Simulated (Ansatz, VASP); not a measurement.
# One calculation of GaIr2, two programs

The input INCAR:

```
ALGO     = Fast           # electronic algorithm
EDIFF    = 1E-6           # SCF threshold, eV
EDIFFG   = -0.04          # ionic threshold
ENCUT    = 600            # plane-wave cutoff, eV
GGA      = PE             # functional
IBRION   = 2              # ionic algorithm
ISIF     = 3              # what is computed and relaxed
ISMEAR   = 0              # smearing method
LASPH    = True           # aspherical terms in the spheres
LCHARG   = False          # write CHGCAR
LREAL    = False          # projectors in reciprocal space
LWAVE    = False          # write WAVECAR
NELM     = 80             # most SCF steps
NSW      = 90             # ionic steps
PREC     = Accurate       # precision mode
SIGMA    = 0.1            # smearing width, eV
```

KPOINTS

```
k-points
0
Gamma
  6 6 6
```

POSCAR

```
GaIr2
1.0
    0.0000000000      2.8346415700      2.8346415700
    2.8346415700      0.0000000000      2.8346415700
    2.8346415700      2.8346415700      0.0000000000
Ga Ir
1 2
Direct
    0.5000000000      0.5000000000      0.5000000000
    0.2500000000      0.2500000000      0.2500000000
    0.7500000000      0.7500000000      0.7500000000
```

Input for Ansatz:

```yaml
crystal:
  lattice:
    - [0.0, 2.83464157, 2.83464157]
    - [2.83464157, 0.0, 2.83464157]
    - [2.83464157, 2.83464157, 0.0]
  atoms:
    - { symbol: Ga, position: [0.5, 0.5, 0.5] }
    - { symbol: Ir, position: [0.25, 0.25, 0.25] }
    - { symbol: Ir, position: [0.75, 0.75, 0.75] }
basis:
  ecutwfc: 420
kpoints:
  mp_grid: { grid: [6, 6, 6] }
hamiltonian:
  xc: pbe
scf:
  occupations: { method: gaussian, width: 0.1 }
  lower_state_search: "off"
output:
  forces: true
  stress: true
  eigenvalues: true
relax:
  adjacent_minimum: "off"
  f_tol: 0.04
  max_steps: 70
  cell: { stress_tol: 0.4 }
```

Alike in both runs: task relaxation of cell and atoms; functional PBE; k mesh 6 × 6 × 6; occupations gaussian, width 0.1 eV; no spin polarisation.

|  | VASP | Ansatz |
| --- | --- | --- |
| version | VASP 6.6.1 | Ansatz 0.2.0 |
| potentials or method | VASP PAW PBE potentials, release 64 (Ga_d, Ir), cutoff 600 eV | scalar-relativistic, plane waves, PAW |
| valence electrons in the cell | 31 | 47 |

|  | VASP | Ansatz | Ansatz less VASP |
| --- | --- | --- | --- |
| gap on the k mesh at the Fermi level, each at its own relaxed structure (eV) | none | none | - |
| relaxed volume (Å³/atom) | 16.37 | 16.32 | -0.046 |
| relaxed cell length with the largest relative difference (Å) | 4.110 | 4.106 | -0.0039 |

A gap of «none» marks a metal or a gap that the smearing closes. VASP's potentials hold 31 valence electrons a cell and Ansatz's 47, so a difference there can come from the potentials and not from the codes.

Neither program's run includes spin-orbit coupling.
